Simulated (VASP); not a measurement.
Input of a VASP 6.6.1 run:

INCAR

```
  ALGO = Normal
  EDIFF = 1E-7
  ENCUT = 520
  GGA = PE
  ISIF = 2
  ISMEAR = 0
  ISPIN = 2
  LASPH = True
  LCHARG = False
  LMAXMIX = 4
  LORBIT = 11
  LREAL = False
  LWAVE = False
  MAGMOM = 1.82 1.82
  NBANDS = 20
  NELM = 150
  PREC = Accurate
  SIGMA = 0.1
```

The input KPOINTS:

```
k-points
0
Gamma
  18 18 10
```

The input POSCAR:

```
Co
1.0
    2.4308432647      0.0000000000      0.0000000000
   -1.2154216324      2.1051720199      0.0000000000
    0.0000000000      0.0000000000      3.9275195891
Co
2
Direct
    0.6666666667      0.3333333333      0.2500000000
    0.3333333333      0.6666666667      0.7500000000
```

Potentials or basis: VASP PAW PBE potentials, release 64 (Co).

Launch:

```sh
$ cat potpaw_PBE.64/Co/POTCAR > POTCAR
$ mpirun -np 1 vasp_std > vasp.out
```

Task: Estimate the site moments.

Result: Co +1.56 μB.

Task: Estimate the pressure.

Result: 18.8 GPa.

Task: Predict the net moment.

Result: 3.10 μB per cell.

Stress tensor (GPa, compression positive):
```
18.86  0.00  0.00
 0.00 18.86  0.00
 0.00  0.00 18.73
```
